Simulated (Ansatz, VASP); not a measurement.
**Two plane-wave programs on Cd2S**

```
CELL_PARAMETERS angstrom
4.61964 0.00000 0.00000
0.00000 4.61964 0.00000
0.00000 0.00000 4.07569
ATOMIC_POSITIONS crystal
Cd 0.00000 0.50000 0.33612
Cd 0.50000 0.00000 0.33612
S 0.00000 0.00000 0.28373
```

Alike in both runs: task relaxation of cell and atoms; functional PBE; k mesh 4 × 4 × 4; occupations gaussian, width 0.1 eV; no spin polarisation.

|  | VASP | Ansatz |
| --- | --- | --- |
| version | VASP 6.6.1 | Ansatz 0.2.0 |
| potentials or method | VASP PAW PBE potentials, release 64 (Cd, S), cutoff 600 eV | scalar-relativistic, plane waves, PAW |
| valence electrons in the cell | 30 | 46 |

Ansatz gave:

* gap on the k mesh at the Fermi level, each at its own relaxed structure (eV): none
* relaxed volume (Å³/atom): 33.86
* relaxed cell length with the largest relative difference (Å): 5.200

What did VASP give for the same quantities?

gap on the k mesh at the Fermi level, each at its own relaxed structure (eV): none; relaxed volume (Å³/atom): 34.13; relaxed cell length with the largest relative difference (Å): 5.222.

A gap of «none» marks a metal or a gap that the smearing closes. VASP's potentials hold 30 valence electrons a cell and Ansatz's 46, so a difference there can come from the potentials and not from the codes.

The k mesh is coarse, so the values compare programs but aren't converged. Noted on VASP's run: the volume moved by over 15 % at a fixed basis, so the end points are rough.
